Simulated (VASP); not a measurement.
## KAlPb3: single point with PBE

The system is KAlPb3.

```
K Al Pb
1.0
     5.15153    0.00000    0.00000
     0.00000    5.15153    0.00000
     0.00000    0.00000    5.15153
K Al Pb
1 1 3
Cartesian
  2.5758 2.5758 2.5758
  0.0000 0.0000 0.0000
  0.0000 2.5758 2.5758
  2.5758 0.0000 2.5758
  2.5758 2.5758 0.0000
```

* Program: VASP 6.6.1
* Task: single point
* Functional: PBE
* Potentials or basis: VASP PAW PBE potentials, release 64 (K_sv, Al, Pb_d)
* Cutoff: 500 eV
* k mesh: 4 × 4 × 4
* Occupations: gaussian, width 0.1 eV
* Spin: no spin polarisation

| Item | Value |
| --- | --- |
| Pressure | 18.3 GPa |
| Band gap on the k mesh | zero (bands 27 and 28 overlap by 2.25 eV) |

Levels at points of the mesh, in eV from the Fermi level:
```
           k point  band 24  band 25  band 26  band 27  band 28  band 29  band 30  band 31
(0.00, 0.00, 0.00)    -1.87    -1.87    -1.87     1.89     1.89     1.89     3.42     3.42
(0.50, 0.00, 0.00)    -1.00    -1.00    -0.40    -0.40    -0.04     0.29     2.05     2.50
(0.50, 0.50, 0.00)    -1.05    -0.56    -0.56    -0.36    -0.36    -0.35     0.86     1.52
(0.50, 0.50, 0.50)    -3.48    -3.48    -3.48    -2.36     0.87     0.87     3.95     3.95
```

Run time: 85 s on 1 thread of Intel Xeon 8259CL (shared host), peak memory 0.26 GiB.

Caveat: the cell stands under pressure; spin-orbit coupling is left out, which moves the levels of the heavy elements.
